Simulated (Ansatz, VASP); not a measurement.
Given: the input of a run of VASP 6.6.1 on SiNi.

File INCAR:

```
ALGO = Normal
EDIFF = 1E-6
ENCUT = 520
GGA = PS
ISIF = 2
ISMEAR = -1
ISPIN = 2
LASPH = True
LCHARG = True
LELF = True
LMAXMIX = 4
LORBIT = 11
LREAL = False
LVHAR = True
LWAVE = False
MAGMOM = 1 1 1 1 0 0 0 0
NBANDS = 42
NELM = 150
PREC = Accurate
SIGMA = 0.05
```

KPOINTS

```
k-points
0
Gamma
  5 7 4
```

Contents of POSCAR:

```
SiNi
1.0
    4.9661760000      0.0000000000      0.0000000000
    0.0000000000      3.2045760000      0.0000000000
    0.0000000000      0.0000000000      5.6049000000
Ni Si
4 4
Direct
    0.9922100000      0.7500000000      0.8124800000
    0.5077900000      0.2500000000      0.3124800000
    0.4922100000      0.7500000000      0.6875200000
    0.0077900000      0.2500000000      0.1875200000
    0.6787200000      0.2500000000      0.9175000000
    0.8212800000      0.7500000000      0.4175000000
    0.1787200000      0.2500000000      0.5825000000
    0.3212800000      0.7500000000      0.0825000000
```

Potentials or basis: VASP PAW PBE potentials, release 64 (Ni, Si).

The run is started by

```bash
$ cat potpaw_PBE.64/Ni/POTCAR potpaw_PBE.64/Si/POTCAR > POTCAR
$ mpirun -np 1 vasp_std > vasp.out
```

Question: Translate it to Ansatz 0.2.0. Potentials there: Ansatz PAW.

Answer: As run (the cutoff follows the program's own potentials):

The input input.yaml:

```yaml
crystal:
  lattice:
    - [4.966176, 0.0, 0.0]
    - [0.0, 3.204576, 0.0]
    - [0.0, 0.0, 5.6049]
  atoms:
    - { symbol: Ni, position: [0.99221, 0.75, 0.81248], spin: 1.0 }
    - { symbol: Ni, position: [0.50779, 0.25, 0.31248], spin: 1.0 }
    - { symbol: Ni, position: [0.49221, 0.75, 0.68752], spin: 1.0 }
    - { symbol: Ni, position: [0.00779, 0.25, 0.18752], spin: 1.0 }
    - { symbol: Si, position: [0.67872, 0.25, 0.9175] }
    - { symbol: Si, position: [0.82128, 0.75, 0.4175] }
    - { symbol: Si, position: [0.17872, 0.25, 0.5825] }
    - { symbol: Si, position: [0.32128, 0.75, 0.0825] }
hamiltonian:
  xc: pbesol
  pseudopotentials: { kind: paw }
magnetization:
  spin_polarized: true
kpoints:
  mp_grid: { grid: [5, 7, 4] }
scf:
  occupations: { method: fermi_dirac, width: 0.05 }
output:
  forces: true
  stress: true
  eigenvalues: true
```

Potentials or basis: Ansatz PAW.

Launch:

```bash
$ ansatz run input.yaml --threads 4 --pin off --max-ram 11264MiB --backend cpu --events-out ev --progress --plain --runs-dir out
```

Both were run:

|  | VASP | Ansatz | Ansatz less VASP |
| --- | --- | --- | --- |
| gap on the k mesh at the Fermi level (eV) | none | none | - |
| pressure (GPa) | 13.3 | 13.1 | -0.18 |
| traceless stress, the component that is largest in VASP (GPa) | -6.06 | -6.15 | -0.088 |
| rms of the force components (eV/Å) | 0.063 | 0.061 | -0.0016 |
| net moment per atom (μB) | 0.00 | 0.00 | 0.000 |

VASP's potentials were made for PBE, not for PBEsol. Atom by atom the forces differ by 0.005 eV/Å (rms over components). A gap of «none» marks a metal or a gap that the smearing closes. VASP's potentials hold 56 valence electrons a cell and Ansatz's 88, so a difference there can come from the potentials and not from the codes.
